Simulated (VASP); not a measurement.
# BN (P6_3/mmc) in VASP: a series of runs

BN is run at these levels: r2SCAN; tasks: relaxation of cell and atoms, single point.

Everything below comes from runs of VASP 6.6.1. Logs are shortened: lines on timing, memory, paths and dates and some standing lists are left out, and cuts for length are marked.

### 1 The cell of the first run

It takes space group P6_3/mmc (No. 194, hexagonal). The conventional cell has a = 2.493 Å, b = 2.493 Å, c = 6.852 Å, α = 90.00°, β = 90.00°, γ = 120.00°. B (site symmetry -6m2) has 3 N at 1.44 Å within 1.9 Å. N (site symmetry -6m2) has 3 B at 1.44 Å within 1.9 Å.

### 2 Relaxation of cell and atoms, r2SCAN, target pressure 1 GPa, at which the enthalpy is minimised

File POSCAR:

```
BN
1.0
    2.4927896873      0.0000000000      0.0000000000
   -1.2463948437      2.1588191955      0.0000000000
    0.0000000000      0.0000000000      6.8518919211
B N
2 2
Direct
    0.3333333333      0.6666666667      0.2500000000
    0.6666666667      0.3333333333      0.7500000000
    0.3333333333      0.6666666667      0.7500000000
    0.6666666667      0.3333333333      0.2500000000
```

File INCAR.step1:

```
PREC = Accurate
ENCUT = 600
ISMEAR = 0
SIGMA = 0.02
LREAL = F
LASPH = T
NELM = 100
GGA = PE
ALGO = Normal
EDIFF = 1E-4
LWAVE = T
LCHARG = F
```

File INCAR.step2:

```
PREC = Accurate
ENCUT = 600
EDIFF = 1E-6
ISMEAR = 0
SIGMA = 0.02
LREAL = F
LASPH = T
NELM = 100
ALGO = Normal
ISIF = 3
LWAVE = F
LCHARG = F
METAGGA = R2SCAN
LMIXTAU = T
IBRION = 2
NSW = 70
EDIFFG = -0.008
PSTRESS = 10.0
ISTART = 1
```

File KPOINTS:

```
Automatic mesh
0
Gamma
  12 12 4
```

Potentials or basis: VASP PAW PBE potentials, release 64 (B, N).

Command:

```sh
$ cat potpaw_PBE.64/B/POTCAR potpaw_PBE.64/N/POTCAR > POTCAR
$ cp INCAR.step1 INCAR
$ mpirun -np 1 vasp_std > vasp.out
$ cp INCAR.step2 INCAR
$ mpirun -np 1 vasp_std > vasp.out
```

OUTCAR:

```text
PREC = Accurate
   ENCUT = 600
   EDIFF = 1E-6
   ISMEAR = 0
   LREAL = F
   LASPH = T
   NELM = 100
   ISIF = 3
   METAGGA = R2SCAN
   IBRION = 2
   NSW = 70
   EDIFFG = -0.008
   PSTRESS = 10.0
   ISTART = 1

 ion  position               nearest neighbor table
   1  0.333  0.667  0.250-   4 1.44   4 1.44   4 1.44
   2  0.667  0.333  0.750-   3 1.44   3 1.44   3 1.44
   3  0.333  0.667  0.750-   2 1.44   2 1.44   2 1.44
   4  0.667  0.333  0.250-   1 1.44   1 1.44   1 1.44

  LATTYP: Found a hexagonal cell.
 ALAT       =     2.4927896873
 C/A-ratio  =     2.7486843178

  Lattice vectors:

 A1 = (   2.4927896873,   0.0000000000,   0.0000000000)
 A2 = (  -1.2463948437,   2.1588191955,   0.0000000000)
 A3 = (   0.0000000000,   0.0000000000,   6.8518919211)

Analysis of symmetry for initial positions (statically):
=====================================================================
 Subroutine PRICEL returns:
 Original cell was already a primitive cell.

 Routine SETGRP: Setting up the symmetry group for a
 hexagonal supercell.

 Subroutine GETGRP returns: Found 24 space group operations
 (whereof 12 operations were pure point group operations)
 out of a pool of 24 trial point group operations.

The static configuration has the point symmetry D_3d.
 The point group associated with its full space group is D_6h.

Analysis of symmetry for dynamics (positions and initial velocities):
=====================================================================
 Subroutine PRICEL returns:
 Original cell was already a primitive cell.

 Routine SETGRP: Setting up the symmetry group for a
 hexagonal supercell.

 Subroutine GETGRP returns: Found 24 space group operations
 (whereof 12 operations were pure point group operations)
 out of a pool of 24 trial point group operations.

The dynamic configuration has the point symmetry D_3d.
 The point group associated with its full space group is D_6h.

 Subroutine INISYM returns: Found 24 space group operations
 (whereof 12 operations are pure point group operations),
 and found     1 'primitive' translations

----------------------------------------------------------------------------------------

                                     Primitive cell

  volume of cell :      36.8733

  direct lattice vectors                    reciprocal lattice vectors
     2.492789687  0.000000000  0.000000000     0.401156987  0.231608094  0.000000000
    -1.246394844  2.158819196  0.000000000     0.000000000  0.463216189  0.000000000
     0.000000000  0.000000000  6.851891921     0.000000000  0.000000000  0.145945092

  length of vectors
     2.492789687  2.492789687  6.851891921     0.463216189  0.463216189  0.145945092

  position of ions in fractional coordinates (direct lattice)
     0.333333333  0.666666667  0.250000000
     0.666666667  0.333333333  0.750000000
     0.333333333  0.666666667  0.750000000
     0.666666667  0.333333333  0.250000000

  ion indices of the primitive-cell ions
   primitive index   ion index
                 1           1
                 2           2
                 3           3
                 4           4

----------------------------------------------------------------------------------------

 KPOINTS: Automatic mesh

Automatic generation of k-mesh.
 Grid dimensions read from file:
 generate k-points for:   12   12    4

 Generating k-lattice:

  Cartesian coordinates                     Fractional coordinates (reciprocal lattice)
     0.033429749  0.019300675  0.000000000     0.083333333  0.000000000  0.000000000
     0.000000000  0.038601349  0.000000000     0.000000000  0.083333333  0.000000000
     0.000000000  0.000000000  0.036486273     0.000000000  0.000000000  0.250000000

  Length of vectors
     0.038601349  0.038601349  0.036486273

  Shift w.r.t. Gamma in fractional coordinates (k-lattice)
     0.000000000  0.000000000  0.000000000

 Subroutine IBZKPT returns following result:
 ===========================================

 Found     57 irreducible k-points:

 Following reciprocal coordinates:
            Coordinates               Weight
  0.000000  0.000000  0.000000      1.000000
  0.083333  0.000000  0.000000      6.000000
  0.166667  0.000000  0.000000      6.000000
  0.250000  0.000000  0.000000      6.000000
  0.333333  0.000000  0.000000      6.000000
  0.416667  0.000000  0.000000      6.000000
[... 16 lines left out ...]
  0.250000  0.000000  0.250000     12.000000
  0.333333  0.000000  0.250000     12.000000
 [... further k-points ...]
   k-points           NKPTS =     57   k-points in BZ     NKDIM =     57   number of bands    NBANDS=     12
   number of dos      NEDOS =    301   number of ions     NIONS =      4
   total plane-waves  NPLWV =  22400
   dimension x,y,z NGX =    20 NGY =   20 NGZ =   56
   dimension x,y,z NGXF=    40 NGYF=   40 NGZF=  112
   ions per type =               2   2
   NGX,Y,Z   is equivalent  to a cutoff of  13.34, 13.34, 13.59 a.u.
   NGXF,Y,Z  is equivalent  to a cutoff of  26.68, 26.68, 27.17 a.u.
 SYSTEM =  unknown system
   PREC   = accura    normal or accurate (medium, high low for compatibility)
   ISTART =      1    job   : 0-new  1-cont  2-samecut
   ICHARG =      0    charge: 1-file 2-atom 10-const
   ISPIN  =      1    spin polarized calculation?
   LNONCOLLINEAR =      F non collinear calculations
   LSORBIT =      F    spin-orbit coupling
   LASPH  =      T    aspherical Exc in radial PAW
   ENCUT  =  600.0 eV  44.10 Ry    6.64 a.u.   4.98  4.98 13.68*2*pi/ulx,y,z
   NELM   =    100;   NELMIN=  2; NELMDL=  0     # of ELM steps
   EDIFF  = 0.1E-05   stopping-criterion for ELM
   LREAL  =      F    real-space projection
   EDIFFG = -.8E-02   stopping-criterion for IOM
   NSW    =     70    number of steps for IOM
   IBRION =      2    ionic relax: 0-MD 1-quasi-New 2-CG
   NFREE  =      1    steps in history (QN), initial steepest desc. (CG)
   ISIF   =      3    stress and relaxation
   ISYM   =      2    0-nonsym 1-usesym 2-fastsym
   POTIM  = 0.5000    time-step for ionic-motion
   TEBEG  =    0.0;   TEEND  =   0.0 temperature during run
   PSTRESS=   10.0 pullay stress
   NELECT =      16.0000    total number of electrons
   NUPDOWN=      -1.0000    fix difference up-down
   EMIN   =  10.00;   EMAX   =-10.00  energy-range for DOS
   EFERMI =   0.00;   METHOD = LEGACY
   ISMEAR =     0;   SIGMA  =   0.02  broadening in eV -4-tet -1-fermi 0-gaus
   EFERMI_NEDOS =   21; number of points for ismear=-14 and -15
   IALGO  =     38    algorithm
   IMIX   =      4    mixing-type and parameters
     AMIX     =   0.40;   BMIX     =  1.00
     AMIX_MAG =   1.60;   BMIX_MAG =  1.00
  volume/ion in A,a.u.               =       9.22        62.21
  Fermi-wavevector in a.u.,A,eV,Ry     =   1.239398  2.342122 20.900000  1.536107
  Thomas-Fermi vector in A             =   2.373883
   LORBIT       =      0    0 simple, 1 ext, 2 COOP (PROOUT), +10 PAW based schemes
   METAGGA = R2SCAN    functional components
   LHFCALC =     F    Hartree Fock is set to
   AEXX    =    0.0000 exact exchange contribution
   IVDW    =     0    specifies the selected vdW correction
   LEPSILON=     F    determine dielectric tensor
   LRPA    =     F    only Hartree local field effects (RPA)
 conjugate gradient relaxation of ions
 non-spin polarized calculation
 Gauss-broadening in eV      SIGMA  =   0.02
  energy-cutoff  :      600.00
  volume of cell :       36.87
 maximum number of plane-waves:      1272
 NGX is ok and might be reduce to    20
   NGX =  9   NGY =  9   NGZ = 27

--------------------------------------- Ionic step        1  -------------------------------------------

 number of electron      15.9999998 magnetization

 Free energy of the ion-electron system (eV)
  ---------------------------------------------------
  ext. energy  EPLUGINS =         0.00000000
  ---------------------------------------------------
  free energy    TOTEN  =       -38.59578589 eV

  energy without entropy =      -38.59578589  energy(sigma->0) =      -38.59578589

------------------------ aborting loop because EDIFF is reached ----------------------------------------

  FORCE on cell =-STRESS in cart. coord.  units (eV):
  Direction    XX          YY          ZZ          XY          YZ          ZX
  --------------------------------------------------------------------------------------
  -------------------------------------------------------------------------------------
  Total        0.9795112      0.9795112     -0.0092878     -0.0000000     -0.0000000      0.0000000
  in kB       42.5605819     42.5605819     -0.4035629     -0.0000000     -0.0000000      0.0000000
  external PRESSURE =      18.2392003 kB  Pullay stress =      10.0000000 kB

 VOLUME and BASIS-vectors are now :
 -----------------------------------------------------------------------------
  energy-cutoff  :      600.00
  volume of cell :       36.87
      direct lattice vectors                 reciprocal lattice vectors
     2.492789687  0.000000000  0.000000000     0.401156987  0.231608094  0.000000000
    -1.246394844  2.158819196  0.000000000     0.000000000  0.463216189  0.000000000
     0.000000000  0.000000000  6.851891921     0.000000000  0.000000000  0.145945092
[... 250 lines left out ...]
  FREE ENERGIE OF THE ION-ELECTRON SYSTEM (eV)
  ---------------------------------------------------
  free  energy   TOTEN  =       -38.5888218845 eV

  energy  without entropy=      -38.5888218845  energy(sigma->0) =      -38.58882188

  enthalpy is  TOTEN    =       -38.3706990491 eV   P V=        0.2181228354

--------------------------------------- Ionic step        8  -------------------------------------------

 number of electron      16.0000000 magnetization

 Free energy of the ion-electron system (eV)
  ---------------------------------------------------
  ext. energy  EPLUGINS =         0.00000000
  ---------------------------------------------------
  free energy    TOTEN  =       -38.59587225 eV

  energy without entropy =      -38.59587225  energy(sigma->0) =      -38.59587225

 E-fermi :   2.2606     XC(G=0): -10.7841

 val. band max:        2.0746528616   @ k =   0.3333   0.2500   0.0000
 cond. band min:       6.9483251895   @ k =   0.5000   0.0000   0.0000
 fundamental gap:      4.8736723279
 Fermi energy:         2.2605860404

 k-point     1 :       0.0000    0.0000    0.0000
  band No.  band energies     occupation
      1     -16.7507      2.00000
      2     -16.4485      2.00000
      3      -4.3445      2.00000
      4      -2.1031      2.00000
      5       0.7257      2.00000
      6       0.7257      2.00000
      7       0.7667      2.00000
      8       0.7667      2.00000
      9       7.7495      0.00000
     10      13.2445      0.00000
     11      14.4048      0.00000
     12      14.4048      0.00000

 k-point     2 :       0.0833    0.0000    0.0000
  band No.  band energies     occupation
      1     -16.6086      2.00000
      2     -16.3110      2.00000
      3      -4.1497      2.00000
      4      -1.9278      2.00000
      5       0.1369      2.00000
      6       0.1739      2.00000
      7       0.4527      2.00000
      8       0.4984      2.00000
      9       8.0054      0.00000
     10      13.1524      0.00000
     11      14.2565      0.00000
     12      14.4723      0.00000
[... 316 lines left out ...]
 k-point    24 :       0.3333    0.0000    0.2500
  band No.  band energies     occupation
      1     -14.6543      2.00000
      2     -14.5007      2.00000
      3      -5.1133      2.00000
      4      -5.0510      2.00000
      5      -1.6302      2.00000
      6      -1.5825      2.00000
      7      -1.1839      2.00000
      8       0.0946      2.00000
      9       9.6114      0.00000
     10      10.2485      0.00000
     11      11.7368      0.00000
     12      13.0712      0.00000

 [... further k-points ...]

------------------------ aborting loop because EDIFF is reached ----------------------------------------

  FORCE on cell =-STRESS in cart. coord.  units (eV):
  Direction    XX          YY          ZZ          XY          YZ          ZX
  --------------------------------------------------------------------------------------
  -------------------------------------------------------------------------------------
  Total        0.2224577      0.2224577      0.2139321     -0.0000000      0.0000000      0.0000000
  in kB        9.9660477      9.9660477      9.5841023     -0.0000000      0.0000000      0.0000000
  external PRESSURE =      -0.1612674 kB  Pullay stress =      10.0000000 kB

 VOLUME and BASIS-vectors are now :
 -----------------------------------------------------------------------------
  energy-cutoff  :      600.00
  volume of cell :       35.76
      direct lattice vectors                 reciprocal lattice vectors
     2.500346294 -0.000000000 -0.000000000     0.399944601  0.230908123  0.000000000
    -1.250173147  2.165363409  0.000000000     0.000000000  0.461816246  0.000000000
    -0.000000000 -0.000000000  6.605475623    -0.000000000 -0.000000000  0.151389553

 POSITION                                       TOTAL-FORCE (eV/Angst)
 -----------------------------------------------------------------------------------
     -0.00000      1.44358      1.65137         0.000000     -0.000000      0.000000
      1.25017      0.72179      4.95411        -0.000000     -0.000000      0.000000
     -0.00000      1.44358      4.95411        -0.000000      0.000000      0.000000
      1.25017      0.72179      1.65137         0.000000     -0.000000      0.000000
 -----------------------------------------------------------------------------------
    total drift:                                0.000000     -0.000000      0.000000

  FREE ENERGIE OF THE ION-ELECTRON SYSTEM (eV)
  ---------------------------------------------------
  free  energy   TOTEN  =       -38.5958722469 eV

  energy  without entropy=      -38.5958722469  energy(sigma->0) =      -38.59587225

  enthalpy is  TOTEN    =       -38.3726566859 eV   P V=        0.2232155611

 reached required accuracy - stopping structural energy minimisation
```

Run time: 6 min. Hardware: 1 thread of Intel Xeon 6975P-C (Granite Rapids), shared host; peak memory 0.17 GiB.

What came out:

```yaml
Free_energy: -38.5959 eV
Relaxed_volume: 8.94 Å³/atom
Relaxed_cell: a = 2.500 Å, b = 2.500 Å, c = 6.605 Å, α = 90.00°, β = 90.00°, γ = 120.00°
Space_group_after_relaxing_to_0.1_Å: P6_3/mmc (No. 194)
Energy_change_on_relaxing_the_run_minimises_the_enthalpy: -0.0 meV/atom
Ionic_steps: 8
Pressure_after_relaxing: 1.0 GPa
Band_gap_on_the_k_mesh: 4.87 eV (least direct gap 5.30 eV)
```

Final structure:
```xyz
4
Lattice="2.5003 0.0000 0.0000 -1.2502 2.1654 0.0000 0.0000 0.0000 6.6055" Properties=species:S:1:pos:R:3 pbc="T T T"
B     0.0000    1.4436    1.6514
B     1.2502    0.7218    4.9541
N     0.0000    1.4436    4.9541
N     1.2502    0.7218    1.6514
```

Caveat: the cell is relaxed towards a set pressure, so the run minimises the enthalpy, not the energy; the PAW data sets were made with another functional, which shifts forces and pressure a little. A k mesh can miss the band edges.

### 3 Relaxation of cell and atoms, r2SCAN, target pressure -1 GPa, at which the enthalpy is minimised

This run uses another cell than the first one, of 9.40 Å³/atom.

File POSCAR:

```
BN
1.0
    2.5091357883      0.0000000000      0.0000000000
   -1.2545678941      2.1729753342      0.0000000000
    0.0000000000      0.0000000000      6.8968221924
B N
2 2
Direct
    0.3333333333      0.6666666667      0.2500000000
    0.6666666667      0.3333333333      0.7500000000
    0.3333333333      0.6666666667      0.7500000000
    0.6666666667      0.3333333333      0.2500000000
```

File INCAR.step1:

```
SYSTEM = BN
ALGO = Normal ; EDIFF = 1E-4
ENCUT = 600 ; GGA = PE
ISMEAR = 0 ; LASPH = .True.
LCHARG = .False. ; LREAL = .False.
LWAVE = .True. ; NELM = 100
PREC = Accurate ; SIGMA = 0.02
```

File INCAR.step2:

```
SYSTEM = BN
ALGO = Normal ; EDIFF = 1E-7
EDIFFG = -0.008 ; ENCUT = 600
IBRION = 2 ; ISIF = 3
ISMEAR = 0 ; ISTART = 1
LASPH = .True. ; LCHARG = .False.
LMIXTAU = .True. ; LREAL = .False.
LWAVE = .False. ; METAGGA = R2SCAN
NELM = 100 ; NSW = 70
PREC = Accurate ; PSTRESS = -10.0
SIGMA = 0.02
```

File KPOINTS:

```
k-points
0
Gamma
  12 12 4
  0 0 0
```

Potentials or basis: VASP PAW PBE potentials, release 64 (B, N).

Command:

```sh
$ cat potpaw_PBE.64/B/POTCAR potpaw_PBE.64/N/POTCAR > POTCAR
$ cp INCAR.step1 INCAR
$ mpirun -np 1 vasp_std > vasp.out
$ cp INCAR.step2 INCAR
$ mpirun -np 1 vasp_std > vasp.out
```

It took 6.5 min on 1 thread of Intel Xeon 6975P-C (Granite Rapids), shared host; peak memory 0.17 GiB.

Results (log left out):

```
Free energy                                                : -38.5908 eV
Relaxed volume                                             : 9.96 Å³/atom
Relaxed cell                                               : a = 2.505 Å, b = 2.505 Å, c = 7.329 Å, α = 90.00°, β = 90.00°, γ = 120.00°
Space group after relaxing (to 0.1 Å)                      : P6_3/mmc (No. 194)
Energy change on relaxing (the run minimises the enthalpy) : +1.9 meV/atom
Ionic steps                                                : 8
Pressure after relaxing                                    : -1.0 GPa
Band gap on the k mesh                                     : 5.01 eV (least direct gap 5.37 eV)
```

The path:
| step | energy change (eV) | largest force (eV/Å) | pressure (GPa) | volume (Å³) |
| --- | --- | --- | --- | --- |
| 1 | 0.0000 | 0.0000 | -1.91 | 37.60 |
| 2 | -0.0002 | 0.0000 | 1.66 | 37.31 |
| 3 | -0.0016 | 0.0000 | -0.60 | 37.49 |
| 4 | -0.0014 | 0.0000 | -0.62 | 37.58 |
| 5 | -0.0010 | 0.0000 | -0.67 | 37.83 |
| 6 | 0.0005 | 0.0000 | -0.77 | 38.33 |
| 7 | 0.0050 | 0.0000 | -0.93 | 39.34 |
| 8 | 0.0077 | 0.0000 | -0.99 | 39.83 |

Final structure:
```yaml
crystal:
  lattice:
    - [2.50498, 0.00000, 0.00000]
    - [-1.25249, 2.16938, 0.00000]
    - [0.00000, 0.00000, 7.32909]
  atoms:
    - { symbol: B, position: [0.33333, 0.66667, 0.25000] }
    - { symbol: B, position: [0.66667, 0.33333, 0.75000] }
    - { symbol: N, position: [0.33333, 0.66667, 0.75000] }
    - { symbol: N, position: [0.66667, 0.33333, 0.25000] }
```

Levels at points of the mesh, in eV from the valence-band top:
| k point | band 6 | band 7 | band 8 | band 9 | band 10 | band 11 |
| --- | --- | --- | --- | --- | --- | --- |
| (0.00, 0.00, 0.00) | -1.36 | -1.35 | -1.35 | 5.04 | 9.71 | 12.32 |
| (0.50, 0.00, 0.00) | -4.26 | -1.20 | -0.63 | 5.01 | 5.96 | 10.13 |
| (0.00, 0.00, 0.50) | -1.35 | -1.35 | -1.35 | 6.99 | 6.99 | 12.35 |
| (0.50, 0.00, 0.50) | -4.27 | -0.91 | -0.91 | 5.37 | 5.37 | 10.55 |

Caveat: the cell is relaxed towards a set pressure, so the run minimises the enthalpy, not the energy; the PAW data sets were made with another functional, which shifts forces and pressure a little.

(Part 1 of 2 ends here.)
